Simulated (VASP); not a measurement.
# Zn (P6_3/mmc) in VASP: single point with r2SCAN

Aim: the single point of Zn with r2SCAN.

Everything below comes from runs of VASP 6.6.1. Logs are shortened: lines on timing, memory, paths and dates and some standing lists are left out, and cuts for length are marked.

**1. The cell of the first run**

The structure is hexagonal, space group P6_3/mmc (No. 194). The conventional cell has a = 3.160 Å, b = 3.160 Å, c = 5.132 Å, α = 90.00°, β = 90.00°, γ = 120.00°. Within 4.1 Å of Zn (site symmetry -6m2) lie 12 Zn at 3.15 to 3.16 Å.

**2. Single point, r2SCAN**

Contents of POSCAR:

```
Zn
1.0
    3.1603980000      0.0000000000      0.0000000000
   -1.5801990000      2.7369860000      0.0000000000
    0.0000000000      0.0000000000      5.1315520000
Zn
2
Direct
    0.3333300000      0.6666700000      0.2500000000
    0.6666600000      0.3333300000      0.7500000000
```

Contents of INCAR.step1:

```
SYSTEM = Zn
ALGO = Normal
EDIFF = 1E-4
ENCUT = 520
GGA = PE
ISMEAR = -1
LASPH = .True.
LCHARG = .False.
LREAL = .False.
LWAVE = .True.
NBANDS = 19
NELM = 60
PREC = Accurate
SIGMA = 0.1
```

Contents of INCAR.step2:

```
SYSTEM = Zn
ALGO = Normal
EDIFF = 1E-6
ENCUT = 520
ISIF = 2
ISMEAR = -1
ISTART = 1
LASPH = .True.
LCHARG = .False.
LMIXTAU = .True.
LREAL = .False.
LWAVE = .False.
METAGGA = R2SCAN
NBANDS = 19
NELM = 60
PREC = Accurate
SIGMA = 0.1
```

Contents of KPOINTS:

```
k-points
0
Gamma
  12 12 7
  0 0 0
```

Potentials or basis: VASP PAW PBE potentials, release 64 (Zn).

Started as:

```sh
$ cat potpaw_PBE.64/Zn/POTCAR > POTCAR
$ cp INCAR.step1 INCAR
$ mpirun -np 1 vasp_std > vasp.out
$ cp INCAR.step2 INCAR
$ mpirun -np 1 vasp_std > vasp.out
```

OUTCAR:

```text
SYSTEM = Zn
   EDIFF = 1E-6
   ENCUT = 520
   ISIF = 2
   ISMEAR = -1
   ISTART = 1
   LASPH = .True.
   LREAL = .False.
   METAGGA = R2SCAN
   NELM = 60
   PREC = Accurate

 ion  position               nearest neighbor table
   1  0.333  0.667  0.250-
   2  0.667  0.333  0.750-

  LATTYP: Found a hexagonal cell.
 ALAT       =     3.1603980000
 C/A-ratio  =     1.6237043562

  Lattice vectors:

 A1 = (   3.1603980000,   0.0000000000,   0.0000000000)
 A2 = (  -1.5801990000,   2.7369860000,   0.0000000000)
 A3 = (   0.0000000000,   0.0000000000,   5.1315520000)

Analysis of symmetry for initial positions (statically):
=====================================================================
 Subroutine PRICEL returns:
 Original cell was already a primitive cell.

 Routine SETGRP: Setting up the symmetry group for a
 hexagonal supercell.

 Subroutine GETGRP returns: Found  8 space group operations
 (whereof  2 operations were pure point group operations)
 out of a pool of 24 trial point group operations.

The static configuration has the point symmetry C_2 .
 The point group associated with its full space group is D_2h.

Analysis of symmetry for dynamics (positions and initial velocities):
=====================================================================
 Subroutine PRICEL returns:
 Original cell was already a primitive cell.

 Routine SETGRP: Setting up the symmetry group for a
 hexagonal supercell.

 Subroutine GETGRP returns: Found  8 space group operations
 (whereof  2 operations were pure point group operations)
 out of a pool of 24 trial point group operations.

The dynamic configuration has the point symmetry C_2 .
 The point group associated with its full space group is D_2h.

 Subroutine INISYM returns: Found  8 space group operations
 (whereof  2 operations are pure point group operations),
 and found     1 'primitive' translations

----------------------------------------------------------------------------------------

                                     Primitive cell

  volume of cell :      44.3877

  direct lattice vectors                    reciprocal lattice vectors
     3.160398000  0.000000000  0.000000000     0.316415844  0.182682703  0.000000000
    -1.580199000  2.736986000  0.000000000     0.000000000  0.365365406  0.000000000
     0.000000000  0.000000000  5.131552000     0.000000000  0.000000000  0.194872818

  length of vectors
     3.160398000  3.160398906  5.131552000     0.365365510  0.365365406  0.194872818

  position of ions in fractional coordinates (direct lattice)
     0.333330000  0.666670000  0.250000000
     0.666660000  0.333330000  0.750000000

  ion indices of the primitive-cell ions
   primitive index   ion index
                 1           1
                 2           2

----------------------------------------------------------------------------------------

 KPOINTS: k-points

Automatic generation of k-mesh.
 Grid dimensions read from file:
 generate k-points for:   12   12    7

 Generating k-lattice:

  Cartesian coordinates                     Fractional coordinates (reciprocal lattice)
     0.026367987  0.015223559  0.000000000     0.083333333 -0.000000000  0.000000000
     0.000000000  0.030447117  0.000000000     0.000000000  0.083333333  0.000000000
     0.000000000  0.000000000  0.027838974     0.000000000  0.000000000  0.142857143

  Length of vectors
     0.030447126  0.030447117  0.027838974

  Shift w.r.t. Gamma in fractional coordinates (k-lattice)
     0.000000000  0.000000000  0.000000000

 Subroutine IBZKPT returns following result:
 ===========================================

 Found    172 irreducible k-points:

 Following reciprocal coordinates:
            Coordinates               Weight
  0.000000  0.000000  0.000000      1.000000
  0.083333  0.000000  0.000000      4.000000
  0.000000  0.083333  0.000000      2.000000
  0.166667  0.000000  0.000000      4.000000
  0.000000  0.166667  0.000000      2.000000
  0.250000  0.000000  0.000000      4.000000
[... 16 lines left out ...]
 -0.083333  0.416667  0.000000      4.000000
 -0.416667  0.333333  0.000000      4.000000
 [... further k-points ...]
   k-points           NKPTS =    172   k-points in BZ     NKDIM =    172   number of bands    NBANDS=     19
   number of dos      NEDOS =    301   number of ions     NIONS =      2
   total plane-waves  NPLWV =  23040
   dimension x,y,z NGX =    24 NGY =   24 NGZ =   40
   dimension x,y,z NGXF=    48 NGYF=   48 NGZF=   80
   ions per type =               2
   NGX,Y,Z   is equivalent  to a cutoff of  12.62, 12.62, 12.96 a.u.
   NGXF,Y,Z  is equivalent  to a cutoff of  25.25, 25.25, 25.92 a.u.
 SYSTEM =  Zn
   PREC   = accura    normal or accurate (medium, high low for compatibility)
   ISTART =      1    job   : 0-new  1-cont  2-samecut
   ICHARG =      0    charge: 1-file 2-atom 10-const
   ISPIN  =      1    spin polarized calculation?
   LNONCOLLINEAR =      F non collinear calculations
   LSORBIT =      F    spin-orbit coupling
   LASPH  =      T    aspherical Exc in radial PAW
   ENCUT  =  520.0 eV  38.22 Ry    6.18 a.u.   5.88  5.88  9.54*2*pi/ulx,y,z
   NELM   =     60;   NELMIN=  2; NELMDL=  0     # of ELM steps
   EDIFF  = 0.1E-05   stopping-criterion for ELM
   LREAL  =      F    real-space projection
   EDIFFG = 0.1E-04   stopping-criterion for IOM
   NSW    =      0    number of steps for IOM
   IBRION =     -1    ionic relax: 0-MD 1-quasi-New 2-CG
   NFREE  =      0    steps in history (QN), initial steepest desc. (CG)
   ISIF   =      2    stress and relaxation
   ISYM   =      2    0-nonsym 1-usesym 2-fastsym
   POTIM  = 0.5000    time-step for ionic-motion
   TEBEG  =    0.0;   TEEND  =   0.0 temperature during run
   PSTRESS=    0.0 pullay stress
   NELECT =      24.0000    total number of electrons
   NUPDOWN=      -1.0000    fix difference up-down
   EMIN   =  10.00;   EMAX   =-10.00  energy-range for DOS
   EFERMI =   0.00;   METHOD = LEGACY
   ISMEAR =    -1;   SIGMA  =   0.10  broadening in eV -4-tet -1-fermi 0-gaus
   EFERMI_NEDOS =   21; number of points for ismear=-14 and -15
   IALGO  =     38    algorithm
   IMIX   =      4    mixing-type and parameters
     AMIX     =   0.40;   BMIX     =  1.00
     AMIX_MAG =   1.60;   BMIX_MAG =  1.00
  volume/ion in A,a.u.               =      22.19       149.77
  Fermi-wavevector in a.u.,A,eV,Ry     =   1.333698  2.520324 24.201373  1.778751
  Thomas-Fermi vector in A             =   2.462536
   LORBIT       =      0    0 simple, 1 ext, 2 COOP (PROOUT), +10 PAW based schemes
   METAGGA = R2SCAN    functional components
   LHFCALC =     F    Hartree Fock is set to
   AEXX    =    0.0000 exact exchange contribution
   IVDW    =     0    specifies the selected vdW correction
   LEPSILON=     F    determine dielectric tensor
   LRPA    =     F    only Hartree local field effects (RPA)
 non-spin polarized calculation
  energy-cutoff  :      520.00
  volume of cell :       44.39
 maximum number of plane-waves:      1209
   NGX = 11   NGY = 11   NGZ = 19

 number of electron      23.9999969 magnetization

 Free energy of the ion-electron system (eV)
  ---------------------------------------------------
  ext. energy  EPLUGINS =         0.00000000
  ---------------------------------------------------
  free energy    TOTEN  =       -16.79812525 eV

  energy without entropy =      -16.77357080  energy(sigma->0) =      -16.78584803

 E-fermi :   0.7080     XC(G=0): -10.5124

 val. band max:        0.6928407996   @ k =   0.3333   0.1667   0.0000
 cond. band min:       0.7166104251   @ k =   0.4167   0.3333   0.2857
 fundamental gap:      0.0237696255
 Fermi energy:         0.7079950340

 k-point     1 :       0.0000    0.0000    0.0000
  band No.  band energies     occupation
      1      -7.3648      2.00000
      2      -6.7881      2.00000
      3      -6.4989      2.00000
      4      -6.4813      2.00000
      5      -6.4812      2.00000
      6      -6.4417      2.00000
[... 11 lines left out ...]
     18      15.3930      0.00000
     19      16.1633      0.00000

 k-point     2 :       0.0833    0.0000    0.0000
  band No.  band energies     occupation
      1      -7.2177      2.00000
      2      -6.7620      2.00000
      3      -6.5168      2.00000
      4      -6.4615      2.00000
      5      -6.4614      2.00000
      6      -6.4440      2.00000
[... 11 lines left out ...]
     18      15.2240      0.00000
     19      16.1076      0.00000

 k-point     3 :       0.0000    0.0833    0.0000
  band No.  band energies     occupation
      1      -7.2177      2.00000
      2      -6.7620      2.00000
      3      -6.5168      2.00000
      4      -6.4615      2.00000
      5      -6.4614      2.00000
      6      -6.4440      2.00000
[... 11 lines left out ...]
     18      15.2240      0.00000
     19      16.1076      0.00000

 k-point     4 :       0.1667    0.0000    0.0000
  band No.  band energies     occupation
      1      -6.8300      2.00000
      2      -6.7079      2.00000
      3      -6.5257      2.00000
      4      -6.4492      2.00000
      5      -6.4460      2.00000
      6      -6.4193      2.00000
[... 11 lines left out ...]
     18      13.9414      0.00000
     19      14.9466      0.00000

 k-point     5 :       0.0000    0.1667    0.0000
  band No.  band energies     occupation
      1      -6.8300      2.00000
      2      -6.7079      2.00000
      3      -6.5257      2.00000
      4      -6.4492      2.00000
      5      -6.4460      2.00000
      6      -6.4193      2.00000
[... 11 lines left out ...]
     18      13.9413      0.00000
     19      14.9466      0.00000
[... 334 lines left out ...]
      2      -6.6247      2.00000
      3      -6.5719      2.00000
      4      -6.4751      2.00000
      5      -6.4557      2.00000
      6      -6.3765      2.00000
[... 11 lines left out ...]
     18      12.5690      0.00000
     19      13.4644      0.00000

 k-point    22 :       0.3333    0.0833    0.0000
  band No.  band energies     occupation
      1      -6.7325      2.00000
      2      -6.6466      2.00000
      3      -6.6434      2.00000
      4      -6.4942      2.00000
      5      -6.4104      2.00000
      6      -6.3948      2.00000
[... 11 lines left out ...]
     18      11.9604      0.00000
     19      12.9344      0.00000

 k-point    23 :      -0.0833    0.4167    0.0000
  band No.  band energies     occupation
      1      -6.7325      2.00000
      2      -6.6466      2.00000
      3      -6.6434      2.00000
      4      -6.4941      2.00000
      5      -6.4104      2.00000
      6      -6.3949      2.00000
[... 11 lines left out ...]
     18      11.9604      0.00000
     19      12.9345      0.00000

 k-point    24 :      -0.4167    0.3333    0.0000
  band No.  band energies     occupation
      1      -6.7324      2.00000
      2      -6.6466      2.00000
      3      -6.6433      2.00000
      4      -6.4942      2.00000
      5      -6.4104      2.00000
      6      -6.3948      2.00000
[... 11 lines left out ...]
     18      11.9605      0.00000
     19      12.9344      0.00000

 [... further k-points ...]

------------------------ aborting loop because EDIFF is reached ----------------------------------------

  FORCE on cell =-STRESS in cart. coord.  units (eV):
  Direction    XX          YY          ZZ          XY          YZ          ZX
  --------------------------------------------------------------------------------------
  -------------------------------------------------------------------------------------
  Total       -3.2417398     -3.2403426     -3.1570826     -0.0000000      0.0000000      0.0000000
  in kB     -117.0107178   -116.9602852   -113.9550137     -0.0000000      0.0000000      0.0000000
  external PRESSURE =    -115.9753389 kB  Pullay stress =       0.0000000 kB

 VOLUME and BASIS-vectors are now :
 -----------------------------------------------------------------------------
  energy-cutoff  :      520.00
  volume of cell :       44.39
      direct lattice vectors                 reciprocal lattice vectors
     3.160398000  0.000000000  0.000000000     0.316415844  0.182682703  0.000000000
    -1.580199000  2.736986000  0.000000000     0.000000000  0.365365406  0.000000000
     0.000000000  0.000000000  5.131552000     0.000000000  0.000000000  0.194872818

 POSITION                                       TOTAL-FORCE (eV/Angst)
 -----------------------------------------------------------------------------------
     -0.00002      1.82467      1.28289         0.000000     -0.000013      0.000000
      1.58018      0.91232      3.84866        -0.000000      0.000013      0.000000
 -----------------------------------------------------------------------------------
    total drift:                               -0.000005     -0.000000      0.000000

  FREE ENERGIE OF THE ION-ELECTRON SYSTEM (eV)
  ---------------------------------------------------
  free  energy   TOTEN  =       -16.7981252523 eV

  energy  without entropy=      -16.7735708019  energy(sigma->0) =      -16.78584803
```

Wall time 4.6 min (1 thread of Intel Xeon Platinum 8259CL at 2.50GHz (Skylake/Cascade Lake), shared host); peak memory 0.25 GiB.

Results:

```yaml
Free_energy: -16.7981 eV
Pressure: -11.6 GPa
Band_gap_on_the_k_mesh: zero (bands 12 and 13 overlap by 2.63 eV)
```

Levels at points of the mesh, in eV from the Fermi level:
```csv
k point,band 8,band 9,band 10,band 11,band 12,band 13,band 14,band 15,band 16,band 17
"(0.00, 0.00, 0.00)",-7.09,-7.09,-6.91,-6.91,-1.74,-1.54,11.81,11.81,13.61,13.61
"(0.50, 0.00, 0.00)",-6.89,-6.88,-6.87,-2.63,-2.20,3.10,3.22,3.37,5.46,7.08
"(0.00, 0.50, 0.00)",-6.89,-6.88,-6.87,-2.63,-2.20,3.10,3.22,3.37,5.46,7.08
```

Caveat: the cell stands under tension; the PAW data sets were made with another functional, which shifts forces and pressure a little.

The gap in the log of VASP goes by the Fermi energy; the results here count the filled bands.